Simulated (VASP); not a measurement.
# Be2TeI (P-6m2) in VASP: further runs, part 2 of 2

VASP 6.6.1. The steps go on from the part before.

### 4 Relaxation of cell and atoms, PBE

INCAR

```
SYSTEM = Be2TeI
ALGO = Normal
EDIFF = 1E-6
EDIFFG = -0.04
ENCUT = 600
GGA = PE
IBRION = 2
ISIF = 3
ISMEAR = 0
LASPH = .True.
LCHARG = .False.
LREAL = .False.
LWAVE = .False.
NELM = 60
NSW = 90
PREC = Accurate
SIGMA = 0.1
```

KPOINTS

```
k-points
0
Gamma
  6 6 4
  0 0 0
```

POSCAR

```
Be2TeI
1.0
    3.7859650200      0.0000000000      0.0000000000
   -1.8929825100      3.2787418800      0.0000000000
    0.0000000000      0.0000000000      6.2377166900
Be Te I
2 1 1
Direct
    0.6666666700      0.3333333300      0.2500000000
    0.6666666700      0.3333333300      0.7500000000
    0.0000000000      0.0000000000      0.0000000000
    0.3333333300      0.6666666700      0.5000000000
```

Potentials or basis: VASP PAW PBE potentials, release 64 (Be, Te, I).

On the command line:

```bash
cat potpaw_PBE.64/Be/POTCAR potpaw_PBE.64/Te/POTCAR potpaw_PBE.64/I/POTCAR > POTCAR
mpirun -np 1 vasp_std > vasp.out
```

OUTCAR:

```text
SYSTEM = Be2TeI
   EDIFF = 1E-6
   EDIFFG = -0.04
   ENCUT = 600
   GGA = PE
   IBRION = 2
   ISIF = 3
   ISMEAR = 0
   LASPH = .True.
   LREAL = .False.
   NELM = 60
   NSW = 90
   PREC = Accurate

 ion  position               nearest neighbor table
   1  0.667  0.333  0.250-   4 2.69   3 2.69   4 2.69   3 2.69   3 2.69   4 2.69
   2  0.667  0.333  0.750-   4 2.69   3 2.69   4 2.69   3 2.69   3 2.69   4 2.69
   3  0.000  0.000  0.000-   1 2.69   2 2.69   1 2.69   2 2.69   1 2.69   2 2.69
   4  0.333  0.667  0.500-   1 2.69   2 2.69   1 2.69   2 2.69   1 2.69   2 2.69

  LATTYP: Found a hexagonal cell.
 ALAT       =     3.7859650200
 C/A-ratio  =     1.6475896256

  Lattice vectors:

 A1 = (   3.7859650200,   0.0000000000,   0.0000000000)
 A2 = (  -1.8929825100,   3.2787418800,   0.0000000000)
 A3 = (   0.0000000000,   0.0000000000,   6.2377166900)

Analysis of symmetry for initial positions (statically):
=====================================================================
 Subroutine PRICEL returns:
 Original cell was already a primitive cell.

 Routine SETGRP: Setting up the symmetry group for a
 hexagonal supercell.

 Subroutine GETGRP returns: Found 12 space group operations
 (whereof 12 operations were pure point group operations)
 out of a pool of 24 trial point group operations.

The static configuration has the point symmetry D_3h.

Analysis of symmetry for dynamics (positions and initial velocities):
=====================================================================
 Subroutine PRICEL returns:
 Original cell was already a primitive cell.

 Routine SETGRP: Setting up the symmetry group for a
 hexagonal supercell.

 Subroutine GETGRP returns: Found 12 space group operations
 (whereof 12 operations were pure point group operations)
 out of a pool of 24 trial point group operations.

The dynamic configuration has the point symmetry D_3h.

 Subroutine INISYM returns: Found 12 space group operations
 (whereof 12 operations are pure point group operations),
 and found     1 'primitive' translations

[... 108 lines left out ...]
   EFERMI =   0.00;   METHOD = LEGACY
   ISMEAR =     0;   SIGMA  =   0.10  broadening in eV -4-tet -1-fermi 0-gaus
   EFERMI_NEDOS =   21; number of points for ismear=-14 and -15
   IALGO  =     38    algorithm
   IMIX   =      4    mixing-type and parameters
     AMIX     =   0.40;   BMIX     =  1.00
     AMIX_MAG =   1.60;   BMIX_MAG =  1.00
  volume/ion in A,a.u.               =      19.36       130.63
  Fermi-wavevector in a.u.,A,eV,Ry     =   0.987616  1.866323 13.270915  0.975385
  Thomas-Fermi vector in A             =   2.119083
   LORBIT       =      0    0 simple, 1 ext, 2 COOP (PROOUT), +10 PAW based schemes
   GGA     = PE    functional components
   LHFCALC =     F    Hartree Fock is set to
   AEXX    =    0.0000 exact exchange contribution
   IVDW    =     0    specifies the selected vdW correction
   LEPSILON=     F    determine dielectric tensor
   LRPA    =     F    only Hartree local field effects (RPA)
 conjugate gradient relaxation of ions
 non-spin polarized calculation
 Gauss-broadening in eV      SIGMA  =   0.10
  energy-cutoff  :      600.00
  volume of cell :       77.43
 maximum number of plane-waves:      2600
   NGX = 15   NGY = 15   NGZ = 25

--------------------------------------- Ionic step        1  -------------------------------------------

 number of electron      17.0000001 magnetization

 Free energy of the ion-electron system (eV)
  ---------------------------------------------------
  ext. energy  EPLUGINS =         0.00000000
  ---------------------------------------------------
  free energy    TOTEN  =       -10.56467608 eV

  energy without entropy =      -10.55958491  energy(sigma->0) =      -10.56213049

------------------------ aborting loop because EDIFF is reached ----------------------------------------

  FORCE on cell =-STRESS in cart. coord.  units (eV):
  Direction    XX          YY          ZZ          XY          YZ          ZX
  --------------------------------------------------------------------------------------
  -------------------------------------------------------------------------------------
  Total        1.5243173      1.5243173      2.2537252      0.0000000      0.0000000     -0.0000000
  in kB       31.5410751     31.5410750     46.6339353      0.0000000      0.0000000     -0.0000000
  external PRESSURE =      36.5720285 kB  Pullay stress =       0.0000000 kB
[... 215 lines left out ...]
--------------------------------------- Ionic step        7  -------------------------------------------

 number of electron      16.9999997 magnetization

 Free energy of the ion-electron system (eV)
  ---------------------------------------------------
  ext. energy  EPLUGINS =         0.00000000
  ---------------------------------------------------
  free energy    TOTEN  =       -10.96999221 eV

  energy without entropy =      -10.96236880  energy(sigma->0) =      -10.96618050

 E-fermi :   7.6372     XC(G=0):  -9.6199

 val. band max:        7.2234883266   @ k =   0.5000  -0.0000   0.5000
 cond. band min:       7.6417110830   @ k =   0.1667   0.1667   0.0000
 fundamental gap:      0.4182227565
 Fermi energy:         7.6371796546

 k-point     1 :       0.0000    0.0000    0.0000
  band No.  band energies     occupation
      1      -7.6655      2.00000
      2      -5.8763      2.00000
      3      -0.1911      2.00000
      4       5.0457      2.00000
      5       5.0457      2.00000
      6       5.2620      2.00000
      7       5.6304      2.00000
      8       5.6304      2.00000
      9       7.7704      0.05955
     10       8.5901      0.00000
     11      10.3848      0.00000
     12      10.3848      0.00000
[... 329 lines left out ...]
  FREE ENERGIE OF THE ION-ELECTRON SYSTEM (eV)
  ---------------------------------------------------
  free  energy   TOTEN  =       -10.9699922108 eV

  energy  without entropy=      -10.9623687981  energy(sigma->0) =      -10.96618050

 reached required accuracy - stopping structural energy minimisation
```

OSZICAR:

```text
N       E                     dE             d eps       ncg     rms          rms(c)
DAV:   1     0.670220100632E+02    0.67022E+02   -0.67262E+03   504   0.125E+03
DAV:   2    -0.474840911401E+01   -0.71770E+02   -0.67337E+02   664   0.180E+02
DAV:   3    -0.107072445405E+02   -0.59588E+01   -0.58006E+01   680   0.597E+01
[... 61 lines left out ...]
DAV:   1    -0.109700440157E+02   -0.93790E-04   -0.23405E-03   504   0.329E-01    0.401E-02
DAV:   2    -0.109700071133E+02    0.36902E-04   -0.10250E-04   628   0.770E-02    0.227E-02
DAV:   3    -0.109699949959E+02    0.12117E-04   -0.26929E-05   584   0.288E-02    0.733E-03
DAV:   4    -0.109699930954E+02    0.19005E-05   -0.18307E-06   404   0.950E-03    0.789E-03
DAV:   5    -0.109699922108E+02    0.88458E-06   -0.10989E-06   280   0.797E-03
   7 F= -.10969992E+02 E0= -.10966181E+02  d E =-.121941E+00
```

CONTCAR:

```text
Be2TeI
   1.00000000000000
     3.8410790521881490   -0.0000000000000000   -0.0000000000000000
    -1.9205395260940745    3.3264720317878580   -0.0000000000000000
    -0.0000000000000000    0.0000000000000000    6.5171967339899801
  Be              Te              I
     2     1     1
Direct
     0.6666666699999979    0.3333333300000021    0.2122019841006926
     0.6666666699999979    0.3333333300000021    0.7877980158993073
     0.0000000000000000    0.0000000000000000    0.0000000000000000
     0.3333333300000021    0.6666666699999979    0.5000000000000000

  0.00000000E+00  0.00000000E+00  0.00000000E+00
  0.00000000E+00  0.00000000E+00  0.00000000E+00
  0.00000000E+00  0.00000000E+00  0.00000000E+00
  0.00000000E+00  0.00000000E+00  0.00000000E+00
```

Run time: 2.9 min. Hardware: 1 thread of Oxide Virtual Turin-like, shared host; peak memory 0.2 GiB.

What came out:

```
Free energy                           : -10.9700 eV
Relaxed volume                        : 20.82 Å³/atom
Relaxed cell                          : a = 3.841 Å, b = 3.841 Å, c = 6.517 Å, α = 90.00°, β = 90.00°, γ = 120.00°
Space group after relaxing (to 0.1 Å) : P-6m2 (No. 187)
Energy gained by relaxing             : 101.3 meV/atom
Ionic steps                           : 7
Pressure after relaxing               : 0.2 GPa
Largest force after relaxing          : 0.028 eV/Å
Band gap on the k mesh                : zero (an odd number of electrons rules out a gap without spin polarisation)
```

Forces in eV/Å, atoms in the order of the input:
```
Be   0.000  0.000 -0.028
Be   0.000  0.000  0.028
Te   0.000  0.000  0.000
I    0.000  0.000  0.000
```

The path:
| step | energy change (eV) | largest force (eV/Å) | pressure (GPa) | volume (Å³) |
| --- | --- | --- | --- | --- |
| 1 | 0.0000 | 1.3696 | 3.66 | 77.43 |
| 2 | -0.2178 | 1.0102 | -0.03 | 82.49 |
| 3 | -0.2808 | 0.7546 | -2.26 | 86.61 |
| 4 | -0.2834 | 0.7067 | -2.66 | 87.48 |
| 5 | -0.3882 | 0.2904 | -0.97 | 84.78 |
| 6 | -0.4053 | 0.0126 | 0.24 | 83.19 |
| 7 | -0.4053 | 0.0282 | 0.17 | 83.27 |

Final structure:
```
Be Te I
1.0
     3.84108    0.00000    0.00000
    -1.92054    3.32647    0.00000
     0.00000    0.00000    6.51720
Be Te I
2 1 1
Direct
  0.66667 0.33333 0.21220
  0.66667 0.33333 0.78780
  0.00000 0.00000 0.00000
  0.33333 0.66667 0.50000
```

Caveat: spin-orbit coupling is left out, which moves the levels of the heavy elements; an odd number of electrons without spin polarisation forces a metal; a magnetic or distorted state may lie lower.

### 5 Summary

| task | cell | cutoff (eV) | gap on the mesh (eV) | pressure (GPa) | largest force (eV/Å) |
| --- | --- | --- | --- | --- | --- |
| single point | a = 3.786, b = 3.786, c = 6.238 Å, angles 90.0, 90.0, 120.0°, 4 atoms, atomic positions A | 520 | none | 3.7 | 1.37 |
| single point | a = 3.855, b = 3.855, c = 6.513 Å, angles 90.0, 90.0, 120.0°, 4 atoms, atomic positions B | 520 | none | -0.1 | 0.01 |
| relaxation of cell and atoms | relaxed from a = 3.786, b = 3.786, c = 6.238 Å, angles 90.0, 90.0, 120.0°, 4 atoms, atomic positions A | 600 | none | 0.2 | 0.03 |

Alike in all rows: level PBE; potentials or basis VASP PAW PBE potentials, release 64 (Be, Te, I); no spin polarisation; k mesh 6 × 6 × 4; smearing gaussian 0.1 eV.

Caveats: spin-orbit coupling is left out, which moves the levels of the heavy elements; an odd number of electrons without spin polarisation forces a metal; a magnetic or distorted state may lie lower; the cell stands under pressure (at least some runs).

Absolute energies hang on the potentials; compare differences alone.

The gap in the log of VASP goes by the Fermi energy; the results here count the filled bands.